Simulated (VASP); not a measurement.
Runs of VASP 6.6.1 on Sn. The structure is that of space group Fm-3m (No. 225), or close to it. The cells are those of the table. This isn't the form of Sn at room conditions, which is tetragonal (white tin).

```csv
cell,gap on the mesh (eV),pressure (GPa)
"a = 3.110 Å, angles 119.9, 119.9, 90.1°, 1 atom",none,20.0
"a = 3.046 Å, angles 119.9, 120.0, 90.1°, 1 atom",none,30.0
"a = 2.992 Å, angles 119.7, 119.7, 90.5°, 1 atom",none,(a)
"a = 3.199 Å, angles 120.0, 120.0, 90.0°, 1 atom",none,10.0
```

Alike in all rows: task single point; level PBEsol; potentials or basis VASP PAW PBE potentials, release 64 (Sn_d); no spin polarisation; k mesh 13 × 13 × 13; cutoff (eV) 520; smearing fermi-dirac 0.1 eV.

**Question.** Estimate the missing entries.

**Answer.** (a) 40.0.

Caveats: the cell stands under pressure; the PAW data sets were made with another functional, which shifts forces and pressure a little; spin-orbit coupling is left out, which moves the levels of the heavy elements.

A k mesh can miss the band edges, and the runs leave out spin-orbit coupling on Sn.

A gap of «none» marks levels without a gap at the run's occupations.
